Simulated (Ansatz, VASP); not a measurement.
## SnO2: VASP beside Ansatz

```
Sn O
1.0
     4.72228    0.00000    0.00000
     0.00000    4.72228    0.00000
     0.00000    0.00000    3.19049
Sn O
2 4
Direct
  0.00000 0.00000 0.00000
  0.50000 0.50000 0.50000
  0.30607 0.30607 0.00000
  0.19393 0.80607 0.50000
  0.69393 0.69393 0.00000
  0.80607 0.19393 0.50000
```

Alike in both runs: functional LDA; k mesh 6 × 6 × 8; occupations gaussian, width 0.02 eV; no spin polarisation.

Ansatz relaxed the structure, and its values are those at the end. VASP's run is a single point on that final structure, the one shown.

|  | VASP | Ansatz |
| --- | --- | --- |
| version | VASP 6.6.1 | Ansatz 0.2.0 |
| potentials or method | VASP PAW LDA potentials, release 64 (Sn_d, O), cutoff 520 eV | scalar-relativistic, plane waves, PAW |
| valence electrons in the cell | 52 | 52 |

```csv
,VASP,Ansatz,Ansatz less VASP
gap on the k mesh at the Fermi level (eV),1.20,1.16,-0.035
least direct gap on the mesh (eV),1.20,1.16,-0.035
pressure (GPa),1.1,0.0,-1.08
rms of the force components (eV/Å),0.010,0.000,-0.0098
```

LDA's correlation is that of Perdew and Zunger in VASP and of Perdew and Wang (1992) in Ansatz.
